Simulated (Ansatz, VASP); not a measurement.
**TiPt3: VASP beside Ansatz**

```xyz
4
Lattice="3.9099 0.0000 0.0000 0.0000 3.9099 0.0000 0.0000 0.0000 3.9099" Properties=species:S:1:pos:R:3 pbc="T T T"
Ti    0.0000    0.0000    0.0000
Pt    0.0000    1.9550    1.9550
Pt    1.9550    0.0000    1.9550
Pt    1.9550    1.9550    0.0000
```

Change from the starting cell: volume scaled by 1.01.

Alike in both runs: task single point; functional PBEsol; k mesh 9 × 9 × 9; occupations fermi-dirac, width 0.05 eV; no spin polarisation.

|  | VASP | Ansatz |
| --- | --- | --- |
| version | VASP 6.6.1 | Ansatz 0.2.0 |
| potentials or method | VASP PAW PBE potentials, release 64 (Ti_sv, Pt), cutoff 520 eV | all-electron LAPW, scalar-relativistic |

Ansatz gave:

```
pressure (GPa) : -2.1
```

Question: Which values does VASP return?

Answer: Pressure (GPa): -2.4.

VASP's potentials were made for PBE, not for PBEsol. Ansatz ran all-electron here, and VASP with PAW potentials.

Spin-orbit coupling is off throughout.
